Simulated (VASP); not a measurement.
# Cu in VASP: further runs

Cu is run at these levels: PBE; tasks: single point, molecular dynamics.

Everything below comes from runs of VASP 6.6.1. Logs are shortened: lines on timing, memory, paths and dates and some standing lists are left out, and cuts for length are marked.

## (1) The cell of the first run

The typed cell holds 2 atoms: a = 2.888 Å, b = 2.888 Å, c = 4.687 Å, α = 90.00°, β = 90.00°, γ = 120.00°.

## (2) Single point, PBE

Input file INCAR:

```
PREC = Accurate ; ENCUT = 520
EDIFF = 1E-6 ; ISMEAR = 1
SIGMA = 0.1 ; LREAL = False
LASPH = True ; NELM = 120
ALGO = Normal ; ISIF = 2
LWAVE = False ; LCHARG = False
GGA = PE ; NBANDS = 18
GGA_COMPAT = False
```

Input file KPOINTS:

```
regular mesh
0
Gamma
  3 3 2
```

Input file POSCAR:

```
Cu
1.0
    2.8878663036      0.0000000000      0.0000000000
   -1.4439331518      2.5009655816      0.0000000000
    0.0000000000      0.0000000000      4.6867017165
Cu
2
Direct
    0.3308074914      0.6675009893      0.2511589325
    0.6691925397      0.3324991780      0.7488411280
```

Potentials or basis: VASP PAW PBE potentials, release 64 (Cu).

Run with:

```sh
cat potpaw_PBE.64/Cu/POTCAR > POTCAR
mpirun -np 1 vasp_std > vasp.out
```

OUTCAR:

```text
PREC = Accurate
   ENCUT = 520
   EDIFF = 1E-6
   ISMEAR = 1
   LREAL = False
   LASPH = True
   NELM = 120
   ISIF = 2
   GGA = PE

 ion  position               nearest neighbor table
   1  0.331  0.668  0.251-
   2  0.669  0.332  0.749-

  LATTYP: Found a hexagonal cell.
 ALAT       =     2.8878663036
 C/A-ratio  =     1.6228942838

  Lattice vectors:

 A1 = (   2.8878663036,   0.0000000000,   0.0000000000)
 A2 = (  -1.4439331518,   2.5009655816,   0.0000000000)
 A3 = (   0.0000000000,   0.0000000000,   4.6867017165)

Analysis of symmetry for initial positions (statically):
=====================================================================
 Subroutine PRICEL returns:
 Original cell was already a primitive cell.

 Routine SETGRP: Setting up the symmetry group for a
 hexagonal supercell.

 Subroutine GETGRP returns: Found  2 space group operations
 (whereof  2 operations were pure point group operations)
 out of a pool of 24 trial point group operations.

The static configuration has the point symmetry S_2 .

Analysis of symmetry for dynamics (positions and initial velocities):
=====================================================================
 Subroutine PRICEL returns:
 Original cell was already a primitive cell.

 Routine SETGRP: Setting up the symmetry group for a
 hexagonal supercell.

 Subroutine GETGRP returns: Found  2 space group operations
 (whereof  2 operations were pure point group operations)
 out of a pool of 24 trial point group operations.

The dynamic configuration has the point symmetry S_2 .

 Subroutine INISYM returns: Found  2 space group operations
 (whereof  2 operations are pure point group operations),
 and found     1 'primitive' translations

----------------------------------------------------------------------------------------

                                     Primitive cell

  volume of cell :      33.8495

  direct lattice vectors                    reciprocal lattice vectors
     2.887866304  0.000000000  0.000000000     0.346276418  0.199922783  0.000000000
    -1.443933152  2.500965582  0.000000000     0.000000000  0.399845567  0.000000000
     0.000000000  0.000000000  4.686701717     0.000000000  0.000000000  0.213369670

  length of vectors
     2.887866304  2.887866304  4.686701717     0.399845567  0.399845567  0.213369670

  position of ions in fractional coordinates (direct lattice)
     0.330807491  0.667500989  0.251158932
     0.669192540  0.332499178  0.748841128

  ion indices of the primitive-cell ions
   primitive index   ion index
                 1           1
                 2           2

----------------------------------------------------------------------------------------

 KPOINTS: regular mesh

Automatic generation of k-mesh.
 Grid dimensions read from file:
 generate k-points for:    3    3    2

 Generating k-lattice:

  Cartesian coordinates                     Fractional coordinates (reciprocal lattice)
     0.115425473  0.066640928  0.000000000     0.333333333  0.000000000  0.000000000
     0.000000000  0.133281856  0.000000000     0.000000000  0.333333333  0.000000000
     0.000000000  0.000000000  0.106684835     0.000000000  0.000000000  0.500000000

  Length of vectors
     0.133281856  0.133281856  0.106684835

  Shift w.r.t. Gamma in fractional coordinates (k-lattice)
     0.000000000  0.000000000  0.000000000

 Subroutine IBZKPT returns following result:
 ===========================================

 Found     10 irreducible k-points:

 Following reciprocal coordinates:
            Coordinates               Weight
  0.000000  0.000000  0.000000      1.000000
  0.333333  0.000000  0.000000      2.000000
  0.000000  0.333333  0.000000      2.000000
 -0.333333  0.333333  0.000000      2.000000
  0.333333  0.333333  0.000000      2.000000
  0.000000  0.000000  0.500000      1.000000
  0.333333  0.000000  0.500000      2.000000
  0.000000  0.333333  0.500000      2.000000
 -0.333333  0.333333  0.500000      2.000000
  0.333333  0.333333  0.500000      2.000000
   k-points           NKPTS =     10   k-points in BZ     NKDIM =     10   number of bands    NBANDS=     18
   number of dos      NEDOS =    301   number of ions     NIONS =      2
   total plane-waves  NPLWV =  20736
   dimension x,y,z NGX =    24 NGY =   24 NGZ =   36
   dimension x,y,z NGXF=    48 NGYF=   48 NGZF=   72
   ions per type =               2
   NGX,Y,Z   is equivalent  to a cutoff of  13.82, 13.82, 12.77 a.u.
   NGXF,Y,Z  is equivalent  to a cutoff of  27.63, 27.63, 25.54 a.u.
 SYSTEM =  unknown system
   PREC   = accura    normal or accurate (medium, high low for compatibility)
   ISTART =      0    job   : 0-new  1-cont  2-samecut
   ICHARG =      2    charge: 1-file 2-atom 10-const
   ISPIN  =      1    spin polarized calculation?
   LNONCOLLINEAR =      F non collinear calculations
   LSORBIT =      F    spin-orbit coupling
   LASPH  =      T    aspherical Exc in radial PAW
   ENCUT  =  520.0 eV  38.22 Ry    6.18 a.u.   5.37  5.37  8.71*2*pi/ulx,y,z
   NELM   =    120;   NELMIN=  2; NELMDL= -5     # of ELM steps
   EDIFF  = 0.1E-05   stopping-criterion for ELM
   LREAL  =      F    real-space projection
   EDIFFG = 0.1E-04   stopping-criterion for IOM
   NSW    =      0    number of steps for IOM
   IBRION =     -1    ionic relax: 0-MD 1-quasi-New 2-CG
   NFREE  =      0    steps in history (QN), initial steepest desc. (CG)
   ISIF   =      2    stress and relaxation
   ISYM   =      2    0-nonsym 1-usesym 2-fastsym
   POTIM  = 0.5000    time-step for ionic-motion
   TEBEG  =    0.0;   TEEND  =   0.0 temperature during run
   PSTRESS=    0.0 pullay stress
   NELECT =      22.0000    total number of electrons
   NUPDOWN=      -1.0000    fix difference up-down
   EMIN   =  10.00;   EMAX   =-10.00  energy-range for DOS
   EFERMI =   0.00;   METHOD = LEGACY
   ISMEAR =     1;   SIGMA  =   0.10  broadening in eV -4-tet -1-fermi 0-gaus
   EFERMI_NEDOS =   21; number of points for ismear=-14 and -15
   IALGO  =     38    algorithm
   IMIX   =      4    mixing-type and parameters
     AMIX     =   0.40;   BMIX     =  1.00
     AMIX_MAG =   1.60;   BMIX_MAG =  1.00
  volume/ion in A,a.u.               =      16.92       114.21
  Fermi-wavevector in a.u.,A,eV,Ry     =   1.418072  2.679768 27.360348  2.010929
  Thomas-Fermi vector in A             =   2.539236
   LORBIT       =      0    0 simple, 1 ext, 2 COOP (PROOUT), +10 PAW based schemes
   GGA     = PE    functional components
   LHFCALC =     F    Hartree Fock is set to
   AEXX    =    0.0000 exact exchange contribution
   IVDW    =     0    specifies the selected vdW correction
   LEPSILON=     F    determine dielectric tensor
   LRPA    =     F    only Hartree local field effects (RPA)
 non-spin polarized calculation
 Methfessel and Paxton  Order N= 1 SIGMA  =   0.10
  energy-cutoff  :      520.00
  volume of cell :       33.85
 maximum number of plane-waves:       941
 NGX is ok and might be reduce to    24
   NGX = 11   NGY = 11   NGZ = 17

 number of electron      22.0000016 magnetization

 Free energy of the ion-electron system (eV)
  ---------------------------------------------------
  ext. energy  EPLUGINS =         0.00000000
  ---------------------------------------------------
  free energy    TOTEN  =        -6.78250235 eV

  energy without entropy =       -6.76899952  energy(sigma->0) =       -6.77800141

 E-fermi :   2.9816     XC(G=0): -10.7732

 val. band max:        2.9588412026   @ k =  -0.3333   0.3333   0.5000
 cond. band min:       3.8358174911   @ k =   0.0000   0.0000   0.0000
 fundamental gap:      0.8769762884
 Fermi energy:         2.9816257043

 k-point     1 :       0.0000    0.0000    0.0000
  band No.  band energies     occupation
      1      -3.0658      2.00000
      2       0.4375      2.00000
      3       1.6988      2.00000
      4       1.7837      2.00000
      5       1.7878      2.00000
      6       1.8993      2.00000
[... 10 lines left out ...]
     17      22.3902      0.00000
     18      22.4708      0.00000

 k-point     2 :       0.3333    0.0000    0.0000
  band No.  band energies     occupation
      1      -0.5539      2.00000
      2       0.9935      2.00000
      3       1.1792      2.00000
      4       1.5601      2.00000
      5       1.7561      2.00000
      6       1.7819      2.00000
[... 10 lines left out ...]
     17      16.1232      0.00000
     18      18.9221      0.00000

 k-point     3 :       0.0000    0.3333    0.0000
  band No.  band energies     occupation
      1      -0.5553      2.00000
      2       0.9923      2.00000
      3       1.1762      2.00000
      4       1.5625      2.00000
      5       1.7543      2.00000
      6       1.7840      2.00000
[... 10 lines left out ...]
     17      16.1290      0.00000
     18      18.9210      0.00000

 k-point     4 :      -0.3333    0.3333    0.0000
  band No.  band energies     occupation
      1      -0.5589      2.00000
      2       0.9890      2.00000
      3       1.1688      2.00000
      4       1.5685      2.00000
      5       1.7497      2.00000
      6       1.7900      2.00000
[... 10 lines left out ...]
     17      16.1437      0.00000
     18      18.9242      0.00000

 k-point     5 :       0.3333    0.3333    0.0000
  band No.  band energies     occupation
      1       1.0839      2.00000
      2       1.1508      2.00000
      3       1.1560      2.00000
      4       1.3968      2.00000
      5       1.6438      2.00000
      6       1.6505      2.00000
[... 10 lines left out ...]
     17      13.2663      0.00000
     18      13.2995      0.00000

 k-point     6 :       0.0000    0.0000    0.5000
  band No.  band energies     occupation
      1      -1.3866      2.00000
      2      -1.3596      2.00000
      3       1.5784      2.00000
      4       1.5960      2.00000
      5       1.7476      2.00000
      6       1.7479      2.00000
[... 10 lines left out ...]
     17      22.0910      0.00000
     18      22.0981      0.00000

 k-point     7 :       0.3333    0.0000    0.5000
  band No.  band energies     occupation
      1       0.4069      2.00000
      2       0.4204      2.00000
      3       1.3429      2.00000
      4       1.3571      2.00000
      5       2.0075      2.00000
      6       2.0170      2.00000
[... 10 lines left out ...]
     17      17.4226      0.00000
     18      17.4603      0.00000

 k-point     8 :       0.0000    0.3333    0.5000
  band No.  band energies     occupation
      1       0.4077      2.00000
      2       0.4213      2.00000
      3       1.3432      2.00000
      4       1.3574      2.00000
      5       2.0055      2.00000
      6       2.0150      2.00000
[... 10 lines left out ...]
     17      17.4225      0.00000
     18      17.4603      0.00000

 k-point     9 :      -0.3333    0.3333    0.5000
  band No.  band energies     occupation
      1       0.4098      2.00000
      2       0.4234      2.00000
      3       1.3443      2.00000
      4       1.3586      2.00000
      5       2.0017      2.00000
      6       2.0107      2.00000
[... 10 lines left out ...]
     17      17.4234      0.00000
     18      17.4612      0.00000

 k-point    10 :       0.3333    0.3333    0.5000
  band No.  band energies     occupation
      1       1.1821      2.00000
      2       1.1823      2.00000
      3       1.3408      2.00000
      4       1.3582      2.00000
      5       1.6585      2.00000
      6       1.6588      2.00000
[... 10 lines left out ...]
     17      19.6847      0.00000
     18      19.6859      0.00000

------------------------ aborting loop because EDIFF is reached ----------------------------------------

  FORCE on cell =-STRESS in cart. coord.  units (eV):
  Direction    XX          YY          ZZ          XY          YZ          ZX
  --------------------------------------------------------------------------------------
  -------------------------------------------------------------------------------------
  Total       -4.2473454     -4.2426053     -4.3821141      0.0103415      0.0001745     -0.0008020
  in kB     -201.0370253   -200.8126643   -207.4159487      0.4894871      0.0082583     -0.0379590
  external PRESSURE =    -203.0885461 kB  Pullay stress =       0.0000000 kB

 VOLUME and BASIS-vectors are now :
 -----------------------------------------------------------------------------
  energy-cutoff  :      520.00
  volume of cell :       33.85
      direct lattice vectors                 reciprocal lattice vectors
     2.887866304  0.000000000  0.000000000     0.346276418  0.199922783  0.000000000
    -1.443933152  2.500965582  0.000000000     0.000000000  0.399845567  0.000000000
     0.000000000  0.000000000  4.686701717     0.000000000  0.000000000  0.213369670

 POSITION                                       TOTAL-FORCE (eV/Angst)
 -----------------------------------------------------------------------------------
     -0.00850      1.66940      1.17711         0.005139     -0.001170      0.048339
      1.45243      0.83157      3.50959        -0.005139      0.001170     -0.048339
 -----------------------------------------------------------------------------------
    total drift:                                0.000027     -0.000073     -0.000051

  FREE ENERGIE OF THE ION-ELECTRON SYSTEM (eV)
  ---------------------------------------------------
  free  energy   TOTEN  =        -6.7825023546 eV

  energy  without entropy=       -6.7689995173  energy(sigma->0) =       -6.77800141
```

Run time: 11 s. Hardware: 1 thread of Intel Xeon Platinum 8375C at 2.90GHz (Ice Lake), shared host; peak memory 0.15 GiB.

Results:

```
Free energy            : -6.7825 eV
Pressure               : -20.3 GPa
Largest force          : 0.049 eV/Å
Band gap on the k mesh : zero (band 11 reaches 7.25 eV, above the bottom of band 12 at 2.32 eV)
```

Forces in eV/Å, atoms in the order of the input:
```
Cu   0.005 -0.001  0.048
Cu  -0.005  0.001 -0.048
```

Caveat: the k points lie up to 0.84 Å⁻¹ apart.

## (3) Single point, PBE

Input file INCAR:

```
SYSTEM = Cu
  ALGO = Normal
  EDIFF = 1E-6
  ENCUT = 520
  GGA = PE
  GGA_COMPAT = .False.
  ISIF = 2
  ISMEAR = 1
  LASPH = .True.
  LCHARG = .False.
  LREAL = .False.
  LWAVE = .False.
  NBANDS = 18
  NELM = 120
  PREC = Accurate
  SIGMA = 0.1
```

Input file KPOINTS:

```
k-points
0
Gamma
  3 3 2
  0 0 0
```

Input file POSCAR:

```
Cu
1.0
    2.8878663036      0.0000000000      0.0000000000
   -1.4439331518      2.5009655816      0.0000000000
    0.0000000000      0.0000000000      4.6867017165
Cu
2
Direct
    0.3299657829      0.6677788820      0.2515476920
    0.6700342482      0.3322212853      0.7484523685
```

Potentials or basis: VASP PAW PBE potentials, release 64 (Cu).

Run with:

```sh
cat potpaw_PBE.64/Cu/POTCAR > POTCAR
mpirun -np 1 vasp_std > vasp.out
```

OUTCAR:

```text
SYSTEM = Cu
   EDIFF = 1E-6
   ENCUT = 520
   GGA = PE
   ISIF = 2
   ISMEAR = 1
   LASPH = .True.
   LREAL = .False.
   NELM = 120
   PREC = Accurate

 ion  position               nearest neighbor table
   1  0.330  0.668  0.252-
   2  0.670  0.332  0.748-

  LATTYP: Found a hexagonal cell.
 ALAT       =     2.8878663036
 C/A-ratio  =     1.6228942838

  Lattice vectors:

 A1 = (   2.8878663036,   0.0000000000,   0.0000000000)
 A2 = (  -1.4439331518,   2.5009655816,   0.0000000000)
 A3 = (   0.0000000000,   0.0000000000,   4.6867017165)

Analysis of symmetry for initial positions (statically):
=====================================================================
 Subroutine PRICEL returns:
 Original cell was already a primitive cell.

 Routine SETGRP: Setting up the symmetry group for a
 hexagonal supercell.

 Subroutine GETGRP returns: Found  2 space group operations
 (whereof  2 operations were pure point group operations)
 out of a pool of 24 trial point group operations.

The static configuration has the point symmetry S_2 .

[... 142 lines left out ...]
  free energy    TOTEN  =        -6.78267306 eV

  energy without entropy =       -6.76936443  energy(sigma->0) =       -6.77823685

 E-fermi :   2.9820     XC(G=0): -10.7731

 val. band max:        2.9619688422   @ k =  -0.3333   0.3333   0.5000
 cond. band min:       3.8359951245   @ k =   0.0000   0.0000   0.0000
 fundamental gap:      0.8740262823
 Fermi energy:         2.9820357546

 k-point     1 :       0.0000    0.0000    0.0000
  band No.  band energies     occupation
      1      -3.0658      2.00000
      2       0.4376      2.00000
      3       1.6986      2.00000
      4       1.7831      2.00000
      5       1.7887      2.00000
      6       1.8986      2.00000
[... 187 lines left out ...]
      5       1.6586      2.00000
      6       1.6591      2.00000
[... 10 lines left out ...]
     17      19.6847      0.00000
     18      19.6869      0.00000

------------------------ aborting loop because EDIFF is reached ----------------------------------------

  FORCE on cell =-STRESS in cart. coord.  units (eV):
  Direction    XX          YY          ZZ          XY          YZ          ZX
  --------------------------------------------------------------------------------------
  -------------------------------------------------------------------------------------
  Total       -4.2482788     -4.2419919     -4.3805206      0.0138241      0.0003117     -0.0014325
  in kB     -201.0812039   -200.7836330   -207.3405278      0.6543277      0.0147523     -0.0678025
  external PRESSURE =    -203.0684549 kB  Pullay stress =       0.0000000 kB

 VOLUME and BASIS-vectors are now :
 -----------------------------------------------------------------------------
  energy-cutoff  :      520.00
  volume of cell :       33.85
      direct lattice vectors                 reciprocal lattice vectors
     2.887866304  0.000000000  0.000000000     0.346276418  0.199922783  0.000000000
    -1.443933152  2.500965582  0.000000000     0.000000000  0.399845567  0.000000000
     0.000000000  0.000000000  4.686701717     0.000000000  0.000000000  0.213369670

 POSITION                                       TOTAL-FORCE (eV/Angst)
 -----------------------------------------------------------------------------------
     -0.01133      1.67009      1.17893         0.006673     -0.001496      0.064481
      1.45526      0.83087      3.50777        -0.006673      0.001496     -0.064481
 -----------------------------------------------------------------------------------
    total drift:                                0.000027     -0.000073     -0.000051

  FREE ENERGIE OF THE ION-ELECTRON SYSTEM (eV)
  ---------------------------------------------------
  free  energy   TOTEN  =        -6.7826730602 eV

  energy  without entropy=       -6.7693644263  energy(sigma->0) =       -6.77823685
```

Wall time 11 s (1 thread of Intel Xeon Platinum 8375C at 2.90GHz (Ice Lake), shared host); peak memory 0.14 GiB.

What came out:

| Quantity | Value |
| --- | --- |
| Free energy | -6.7827 eV |
| Pressure | -20.3 GPa |
| Largest force | 0.065 eV/Å |
| Band gap on the k mesh | zero (band 11 reaches 7.25 eV, above the bottom of band 12 at 2.33 eV) |

Forces on the atoms (eV/Å):
```
Cu   0.007 -0.001  0.064
Cu  -0.007  0.001 -0.064
```

Stress tensor (GPa, compression positive):
```
-20.11   0.07  -0.01
  0.07 -20.08   0.00
 -0.01   0.00 -20.73
```

Caveat: the k points lie up to 0.84 Å⁻¹ apart.

## (4) Molecular dynamics, PBE

Input file INCAR:

```
PREC = Normal
ENCUT = 440
EDIFF = 1E-5
ISMEAR = 1
SIGMA = 0.1
LREAL = F
LASPH = T
NELM = 120
ALGO = Fast
ISIF = 2
LWAVE = F
LCHARG = T
GGA = PE
IBRION = 0
NSW = 4
POTIM = 1.0
TEBEG = 600.0
TEEND = 600.0
ISYM = 0
NELMIN = 4
RANDOM_SEED = 80 0 0
MDALGO = 2
SMASS = 0
GGA_COMPAT = F
MAXMIX = 40
```

Input file KPOINTS:

```
regular mesh
0
Gamma
  3 3 2
```

Input file POSCAR:

```
Cu
1.0
    2.8878663036      0.0000000000      0.0000000000
   -1.4439331518      2.5009655816      0.0000000000
    0.0000000000      0.0000000000      4.6867017165
Cu
2
Direct
    0.3333333333      0.6666666667      0.2500000000
    0.6666666667      0.3333333333      0.7500000000
```

Run with:

```sh
cat potpaw_PBE.64/Cu/POTCAR > POTCAR
mpirun -np 1 vasp_std > vasp.out
```

It took 15 s on 1 thread of Intel Xeon Platinum 8375C at 2.90GHz (Ice Lake), shared host; peak memory 0.12 GiB.

The path:
```
step  potential energy change (eV)  largest force (eV/Å)  pressure (GPa)  volume (Å³)  temperature (K)
   1                        0.0000                0.0004          -20.24        33.85              600
   2                       -0.0001                0.0159          -20.67        33.85              600
   3                       -0.0003                0.0534          -20.66        33.85              602
   4                       -0.0007                0.0806          -20.79        33.85              605
```

Caveat: the k points lie up to 0.84 Å⁻¹ apart.
